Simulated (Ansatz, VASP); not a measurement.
# CsAg: VASP beside Ansatz

```
Cs Ag
1.0
     0.00000    4.30099    4.30099
     4.30099    0.00000    4.30099
     4.30099    4.30099    0.00000
Cs Ag
1 1
Direct
  0.00000 0.00000 0.00000
  0.25000 0.25000 0.25000
```

Alike in both runs: task single point; functional PBE; k mesh 6 × 6 × 6; no spin polarisation; Hubbard terms Ag d U = 4.0 eV.

```csv
,VASP,Ansatz
version,VASP 6.6.1,Ansatz 0.2.0
potentials or method,"VASP PAW PBE potentials, release 64 (Cs_sv, Ag), cutoff 520 eV","scalar-relativistic, plane waves, PAW"
occupations,"methfessel-paxton of order 1, width 0.02 eV","cold, width 0.15 eV"
valence electrons in the cell,20,28
```

Ansatz gave:

| Item | Value |
| --- | --- |
| gap on the k mesh at the Fermi level (eV) | 1.80 |
| pressure (GPa) | 0.0 |

**Question.** Which values does VASP return?

**Answer.** gap on the k mesh at the Fermi level (eV): 1.69; pressure (GPa): 0.1.

The programs project onto different local orbitals, so the same U acts differently, and such runs can settle in different states. VASP's potentials hold 20 valence electrons a cell and Ansatz's 28, so a difference there can come from the potentials and not from the codes.

Spin-orbit coupling is off throughout.
